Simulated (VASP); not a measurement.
Wanted: the native input for a VASP 6.6.1 run.

```yaml
Task: single point
Functional: r2SCAN
Dispersion: rVV10
Potentials_or_basis: VASP PAW PBE potentials, release 64 (Si, W_sv)
Cutoff: 550 eV
k_mesh: 6 × 6 × 4
Occupations: gaussian, width 0.1 eV
Spin: no spin polarisation
Dipole_correction: no
Further_INCAR_settings: ALGO = Normal; EDIFF = 1e-06; NBANDS = 43
```

The system is Si2W.

```
Si W
1.0
     4.61685    0.00000    0.00000
    -2.30843    3.99831    0.00000
     0.00000    0.00000    6.65322
Si W
6 3
Direct
  0.83637 0.67275 0.50000
  0.16363 0.83637 0.83333
  0.67275 0.83637 0.16667
  0.16363 0.32725 0.50000
  0.83637 0.16363 0.83333
  0.32725 0.16363 0.16667
  0.00000 0.50000 0.16667
  0.50000 0.50000 0.83333
  0.50000 0.00000 0.50000
```

One way to write it, as run:

POSCAR

```
Si2W
1.0
    4.6168523800      0.0000000000      0.0000000000
   -2.3084261900      3.9983114500      0.0000000000
    0.0000000000      0.0000000000      6.6532220000
Si W
6 3
Direct
    0.8363740000      0.6727480000      0.5000000000
    0.1636260000      0.8363740000      0.8333333300
    0.6727480000      0.8363740000      0.1666666700
    0.1636260000      0.3272520000      0.5000000000
    0.8363740000      0.1636260000      0.8333333300
    0.3272520000      0.1636260000      0.1666666700
    0.0000000000      0.5000000000      0.1666666700
    0.5000000000      0.5000000000      0.8333333300
    0.5000000000      0.0000000000      0.5000000000
```

INCAR.step1

```
PREC = Accurate ; ENCUT = 550
ISMEAR = 0 ; SIGMA = 0.1
LREAL = F ; LASPH = T
NELM = 120 ; NBANDS = 43
GGA = PE ; ALGO = Normal
EDIFF = 1E-5 ; LWAVE = T
LCHARG = F ; GGA_COMPAT = F
```

INCAR.step2

```
PREC = Accurate ; ENCUT = 550
EDIFF = 1E-6 ; ISMEAR = 0
SIGMA = 0.1 ; LREAL = F
LASPH = T ; NELM = 120
ALGO = Normal ; ISIF = 2
LWAVE = F ; LCHARG = F
METAGGA = R2SCAN ; LMIXTAU = T
LUSE_VDW = T ; IVDW_NL = 2
BPARAM = 11.95 ; CPARAM = 0.0093
NBANDS = 43 ; ISTART = 1
GGA_COMPAT = F
```

KPOINTS

```
Automatic mesh
0
Gamma
  6 6 4
```

Potentials or basis: VASP PAW PBE potentials, release 64 (Si, W_sv).

Launch:

```sh
$ cat potpaw_PBE.64/Si/POTCAR potpaw_PBE.64/W_sv/POTCAR > POTCAR
$ cp INCAR.step1 INCAR
$ mpirun -np 1 vasp_std > vasp.out
$ cp INCAR.step2 INCAR
$ mpirun -np 1 vasp_std > vasp.out
```

Results of the run:

```yaml
Pressure: -5.7 GPa
Band_gap_on_the_k_mesh: 0.13 eV (least direct gap 0.80 eV)
```

Caveat: the cell stands under tension; the PAW data sets were made with another functional, which shifts forces and pressure a little; spin-orbit coupling is left out, which moves the levels of the heavy elements.

It took 12 min on 1 thread of Oxide Virtual Turin-like Processor, on a shared host, peak memory 0.55 GiB.
